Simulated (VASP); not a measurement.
Write the native input for VASP 6.6.1 that does the following.

```yaml
Task: single point
Functional: LDA
Potentials_or_basis: VASP PAW LDA potentials, release 64 (Sr_sv)
Cutoff: 520 eV
k_mesh: 10 × 10 × 5
Occupations: fermi-dirac, width 0.08 eV
Spin: no spin polarisation
Dipole_correction: no
k_mesh_for_the_DOS: 15 × 15 × 8
Occupations_for_the_DOS: tetrahedron
Further_INCAR_settings: ALGO = Normal; EDIFF = 1e-06; NBANDS = 17
```

Sr:

```
CELL_PARAMETERS angstrom
4.31000 0.00000 0.00000
-2.15500 3.73257 0.00000
0.00000 0.00000 7.05000
ATOMIC_POSITIONS crystal
Sr 0.33333 0.66667 0.25000
Sr 0.66667 0.33333 0.75000
```

This isn't the form of Sr at room conditions, which is fcc.

The input as run:

POSCAR

```
Sr
1.0
    4.3100002207      0.0000000000      0.0000000000
   -2.1550001104      3.7325696814      0.0000000000
    0.0000000000      0.0000000000      7.0500000000
Sr
2
Direct
    0.3333333333      0.6666666667      0.2500000000
    0.6666666667      0.3333333333      0.7500000000
```

INCAR.step1

```
SYSTEM = Sr
PREC = Accurate
ENCUT = 520
EDIFF = 1E-6
ISMEAR = -1
SIGMA = 0.08
LREAL = .False.
LASPH = .True.
NELM = 60
ALGO = Normal
ISIF = 2
LWAVE = .False.
LCHARG = .True.
NBANDS = 17
```

KPOINTS.step1

```
regular mesh
0
Gamma
  10 10 5
  0 0 0
```

INCAR.step2

```
SYSTEM = Sr
PREC = Accurate
ENCUT = 520
EDIFF = 1E-6
ISMEAR = -5
SIGMA = 0.08
LREAL = .False.
LASPH = .True.
NELM = 60
ALGO = Normal
ISIF = 2
LWAVE = .False.
LCHARG = .False.
LORBIT = 11
NBANDS = 17
NEDOS = 2001
ICHARG = 11
```

KPOINTS.step2

```
regular mesh
0
Gamma
  15 15 8
  0 0 0
```

Potentials or basis: VASP PAW LDA potentials, release 64 (Sr_sv).

Launch:

```bash
$ cat potpaw_LDA.64/Sr_sv/POTCAR > POTCAR
$ cp INCAR.step1 INCAR
$ cp KPOINTS.step1 KPOINTS
$ mpirun -np 1 vasp_std > vasp.out
$ cp INCAR.step2 INCAR
$ cp KPOINTS.step2 KPOINTS
$ mpirun -np 1 vasp_std > vasp.out
```

It gave:

* Valence electrons inside the program's atomic spheres: Sr 7.90

It took 4.5 min on 1 thread of Oxide Virtual Turin-like Processor (shared host), peak memory 0.3 GiB.
